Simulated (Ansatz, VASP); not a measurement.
**GaSb3: VASP beside Ansatz**

Contents of INCAR:

```
SYSTEM = GaSb3
  PREC = Accurate
  ENCUT = 520
  EDIFF = 1E-7
  ISMEAR = -1
  SIGMA = 0.05
  LREAL = .FALSE.
  LASPH = .TRUE.
  NELM = 60
  ALGO = Normal
  ISIF = 2
  LWAVE = .FALSE.
  LCHARG = .FALSE.
  GGA = CA
  NBANDS = 22
```

File KPOINTS:

```
regular mesh
0
G
  6 6 6
  0 0 0
```

File POSCAR:

```
GaSb3
1.0
    0.0000000000      3.7055566952      3.7055566952
    3.7055566952      0.0000000000      3.7055566952
    3.7055566952      3.7055566952      0.0000000000
Sb Ga
3 1
Direct
    0.5000000000      0.5000000000      0.5000000000
    0.7500000000      0.7500000000      0.7500000000
    0.2500000000      0.2500000000      0.2500000000
    0.0000000000      0.0000000000      0.0000000000
```

The input input.yaml:

```yaml
crystal:
  lattice:
    - [0.0, 3.7055566952, 3.7055566952]
    - [3.7055566952, 0.0, 3.7055566952]
    - [3.7055566952, 3.7055566952, 0.0]
  atoms:
    - { symbol: Sb, position: [0.5, 0.5, 0.5] }
    - { symbol: Sb, position: [0.75, 0.75, 0.75] }
    - { symbol: Sb, position: [0.25, 0.25, 0.25] }
    - { symbol: Ga, position: [0.0, 0.0, 0.0] }
kpoints:
  mp_grid: { grid: [6, 6, 6] }
scf:
  occupations: { method: fermi_dirac, width: 0.05 }
hamiltonian:
  xc: lda
  pseudopotentials: { kind: all_electron, lapw: { basis_error: 0.002 } }
output:
  forces: true
  stress: true
  eigenvalues: true
```

Change from the starting cell: volume scaled by 0.98.

Alike in both runs: task single point; functional LDA; k mesh 6 × 6 × 6; occupations fermi-dirac, width 0.05 eV; no spin polarisation.

```csv
,VASP,Ansatz
version,VASP 6.6.1,Ansatz 0.2.0
potentials or method,"VASP PAW LDA potentials, release 64 (Sb, Ga_d), cutoff 520 eV","all-electron LAPW, scalar-relativistic"
```

|  | VASP | Ansatz | Ansatz less VASP |
| --- | --- | --- | --- |
| gap on the k mesh at the Fermi level (eV) | none | none | - |
| pressure (GPa) | -3.6 | -3.6 | 0.00 |

LDA's correlation is that of Perdew and Zunger in VASP and of Perdew and Wang (1992) in Ansatz. A gap of «none» marks a metal or a gap that the smearing closes. Ansatz ran all-electron here, and VASP with PAW potentials.

Spin-orbit coupling is off throughout.
